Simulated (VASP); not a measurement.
## BiTe: single point with PBEsol

BiTe:

```
CELL_PARAMETERS angstrom
0.02398 3.19715 3.19715
3.19715 0.02398 3.19715
3.22113 3.22113 0.00000
ATOMIC_POSITIONS crystal
Bi 0.00000 0.00000 0.00000
Te 0.50000 0.50000 0.50000
```

This cell differs from its parent crystal: strain +0.0150 x Voigt [0, 0, 0, 0, 0, 1].

| Item | Value |
| --- | --- |
| Program | VASP 6.6.1 |
| Task | single point |
| Functional | PBEsol |
| Potentials or basis | VASP PAW PBE potentials, release 64 (Bi_d, Te) |
| Cutoff | 520 eV |
| k mesh | 16 × 16 × 16 |
| Occupations | gaussian, width 0.15 eV |
| Spin | no spin polarisation |
| Dipole correction | no |
| Further INCAR settings | ALGO = Fast; EDIFF = 1e-06; NBANDS = 18 |

```json
{"Pressure": "0.0 GPa", "Band gap on the k mesh": "zero (an odd number of electrons rules out a gap without spin polarisation)"}
```

Levels at points of the mesh, in eV from the Fermi level:
| k point | band 7 | band 8 | band 9 | band 10 | band 11 | band 12 | band 13 | band 14 |
| --- | --- | --- | --- | --- | --- | --- | --- | --- |
| (0.00, 0.00, 0.00) | -8.00 | -2.69 | -2.62 | -2.55 | 2.21 | 2.23 | 2.26 | 4.50 |
| (0.50, 0.00, 0.00) | -11.36 | -2.01 | -1.98 | -1.62 | -0.91 | -0.73 | -0.68 | 7.35 |
| (0.50, 0.50, 0.00) | -9.96 | -5.91 | -4.25 | -4.10 | 2.05 | 3.74 | 3.80 | 5.23 |
| (0.00, 0.00, 0.50) | -11.39 | -1.96 | -1.92 | -1.56 | -0.84 | -0.66 | -0.62 | 7.30 |
| (0.50, 0.00, 0.50) | -9.96 | -5.91 | -4.17 | -4.17 | 2.05 | 3.76 | 3.77 | 5.22 |

Wall time 18 min on 1 thread of Oxide Virtual Turin-like Processor (shared host), peak memory 0.76 GiB.

Caveat: the cell differs from its parent crystal (strain +0.0150 x Voigt [0, 0, 0, 0, 0, 1]); the PAW data sets were made with another functional, which shifts forces and pressure a little; spin-orbit coupling is left out, which moves the levels of the heavy elements.
